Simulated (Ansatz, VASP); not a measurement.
# One calculation of ZrB, two programs

File INCAR:

```
  PREC = Accurate
  ENCUT = 600
  EDIFF = 1E-6
  ISMEAR = 0
  SIGMA = 0.1
  LREAL = False
  LASPH = True
  NELM = 80
  ALGO = Normal
  ISIF = 3
  LWAVE = False
  LCHARG = False
  GGA = PE
  IBRION = 2
  NSW = 90
  EDIFFG = -0.04
```

File KPOINTS:

```
Automatic mesh
0
Gamma
  8 8 8
```

The input POSCAR:

```
ZrB
1.0
   -1.6055490900      1.9265368400      1.9371758500
    1.6055490900     -1.9265368400      1.9371758500
    1.6055490900      1.9265368400     -1.9371758500
Zr B
1 1
Direct
    0.5000000000      0.0000000000      0.5000000000
    0.0000000000      0.0000000000      0.0000000000
```

Input for Ansatz:

```yaml
crystal:
  lattice:
    - [-1.60554909, 1.92653684, 1.93717585]
    - [1.60554909, -1.92653684, 1.93717585]
    - [1.60554909, 1.92653684, -1.93717585]
  atoms:
    - { symbol: Zr, position: [0.5, 0.0, 0.5] }
    - { symbol: B, position: [0.0, 0.0, 0.0] }
basis:
  ecutwfc: 420
kpoints:
  mp_grid: { grid: [8, 8, 8] }
hamiltonian:
  xc: pbe
scf:
  occupations: { method: gaussian, width: 0.1 }
  lower_state_search: "off"
output:
  forces: true
  stress: true
  eigenvalues: true
relax:
  adjacent_minimum: "off"
  f_tol: 0.04
  max_steps: 70
  cell: { stress_tol: 0.4 }
```

Alike in both runs: task relaxation of cell and atoms; functional PBE; k mesh 8 × 8 × 8; occupations gaussian, width 0.1 eV; no spin polarisation.

```csv
,VASP,Ansatz
version,VASP 6.6.1,Ansatz 0.2.0
potentials or method,"VASP PAW PBE potentials, release 64 (Zr_sv, B), cutoff 600 eV","scalar-relativistic, plane waves, PAW"
valence electrons in the cell,15,15
```

|  | VASP | Ansatz | Ansatz less VASP |
| --- | --- | --- | --- |
| gap on the k mesh at the Fermi level, each at its own relaxed structure (eV) | none | none | - |
| relaxed volume (Å³/atom) | 14.76 | 14.75 | -0.016 |
| relaxed cell length with the largest relative difference (Å) | 3.469 | 3.468 | -0.0010 |

A gap of «none» marks a metal or a gap that the smearing closes.

Noted on VASP's run: the volume moved by over 15 % at a fixed basis, so the end points are rough.
